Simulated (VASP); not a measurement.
Set up this calculation in VASP 6.6.1, as the native input.

```
Task                   : single point
Functional             : PBE
Potentials or basis    : VASP PAW PBE potentials, release 64 (Al, B, Sb, P)
Cutoff                 : 520 eV
k mesh                 : 4 × 4 × 4
Occupations            : gaussian, width 0.2 eV
Spin                   : no spin polarisation
Dipole correction      : no
Further INCAR settings : ALGO = Normal; EDIFF = 1e-06; NBANDS = 25
```

The structure of Al4BSbP2 lies in POSCAR:

```
Al4BSbP2
1.0
    3.6916414441      3.8568496191      0.0008801026
    3.6938856745     -3.8584749076     -0.0007866544
   -3.6928555698      0.0011461041     -5.8648660389
Al B Sb P
4 1 1 2
Direct
    0.4238277549      0.8300190185      0.2538137699
    0.1655830212      0.1655379609      0.7351957372
    0.8300066469      0.4237250626      0.2537919416
    0.5695955619      0.5696590054      0.7351787028
    0.5028441426      0.5028436666      1.0056671718
    0.0056964780      0.0056703896      0.0113644824
    0.7510984243      0.2511358969      0.5022527641
    0.2511098756      0.7511709049      0.5022592409
```

The input as run:

INCAR

```
PREC     = Accurate       # precision mode
ENCUT    = 520            # plane-wave cutoff, eV
EDIFF    = 1E-6           # SCF threshold, eV
ISMEAR   = 0              # smearing method
SIGMA    = 0.2            # smearing width, eV
LREAL    = False          # projectors in reciprocal space
LASPH    = True           # aspherical terms in the spheres
NELM     = 60             # most SCF steps
ALGO     = Normal         # electronic algorithm
ISIF     = 2              # what is computed and relaxed
LWAVE    = False          # write WAVECAR
LCHARG   = False          # write CHGCAR
GGA      = PE             # functional
NBANDS   = 25             # bands
```

KPOINTS

```
Automatic mesh
0
Gamma
  4 4 4
```

Potentials or basis: VASP PAW PBE potentials, release 64 (Al, B, Sb, P).

Launch:

```bash
$ cat potpaw_PBE.64/Al/POTCAR potpaw_PBE.64/B/POTCAR potpaw_PBE.64/Sb/POTCAR potpaw_PBE.64/P/POTCAR > POTCAR
$ mpirun -np 1 vasp_std > vasp.out
```

It gave:

```
Pressure               : 0.0 GPa
Largest force          : 0.025 eV/Å
Band gap on the k mesh : zero (bands 15 and 16 overlap by 1.19 eV)
```

Caveat: spin-orbit coupling is left out, which moves the levels of the heavy elements.

It took 3.7 min on 1 thread of Intel Xeon 8259CL, with other jobs on the host, peak memory 0.38 GiB.
